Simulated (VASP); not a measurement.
Write the native input for VASP 6.6.1 that does the following.

```yaml
Task: single point
Functional: BLYP
Potentials_or_basis: VASP PAW PBE potentials, release 64 (Sn_d, O)
Cutoff: 520 eV
k_mesh: 6 × 6 × 6
Occupations: fermi-dirac, width 0.05 eV
Spin: no spin polarisation
Dipole_correction: no
Further_INCAR_settings: ALGO = Normal; EDIFF = 1e-06; NBANDS = 64
```

The structure of SnO2 lies in POSCAR:

```
SnO2
1.0
   -3.2655628828      3.4500583779      3.4500647562
    3.2655628828     -3.4500583779      3.4500647562
    3.2655628828      3.4500583779     -3.4500647562
Sn O
4 8
Direct
    0.5000000000      0.0000000000      0.0000000000
    0.5000000000      0.5000000000      0.5000000000
   -0.0000122667      0.7499877333      0.2500000000
    1.0000122667      0.2500122667      0.7500000000
    0.8068209310      0.8068257793      0.5000048482
    0.8068209310      0.3068160828     -0.0000048482
    0.3068274634      0.2500065055      0.0568209579
    0.6931855476      0.2500065055      0.4431790421
    0.3068144524      0.7499934945      0.5568209579
    0.1931790690      0.6931839172      1.0000048482
    0.6931725366      0.7499934945      0.9431790421
    0.1931790690      0.1931742207      0.4999951518
```

One way to write it, as run:

INCAR

```
  PREC = Accurate
  ENCUT = 520
  EDIFF = 1E-6
  ISMEAR = -1
  SIGMA = 0.05
  LREAL = F
  LASPH = T
  NELM = 60
  ALGO = Normal
  ISIF = 2
  LWAVE = F
  LCHARG = F
  GGA = B5
  ALDAX = 1.0
  AGGAX = 1.0
  AGGAC = 1.0
  ALDAC = 0.0
  NBANDS = 64
```

KPOINTS

```
Automatic mesh
0
Gamma
  6 6 6
```

Potentials or basis: VASP PAW PBE potentials, release 64 (Sn_d, O).

The run is started by

```sh
$ cat potpaw_PBE.64/Sn_d/POTCAR potpaw_PBE.64/O/POTCAR > POTCAR
$ mpirun -np 1 vasp_std > vasp.out
```

Results of the run:

```json
{"Pressure": "0.8 GPa", "Largest force": "0.024 eV/Å", "Band gap on the k mesh": "0.44 eV"}
```

Caveat: the PAW data sets were made with another functional, which shifts forces and pressure a little; spin-orbit coupling is left out, which moves the levels of the heavy elements.

Wall time 7.2 min on 1 thread of AMD EPYC 9R45 96-Core Processor (Zen 5) (shared host), peak memory 0.48 GiB.
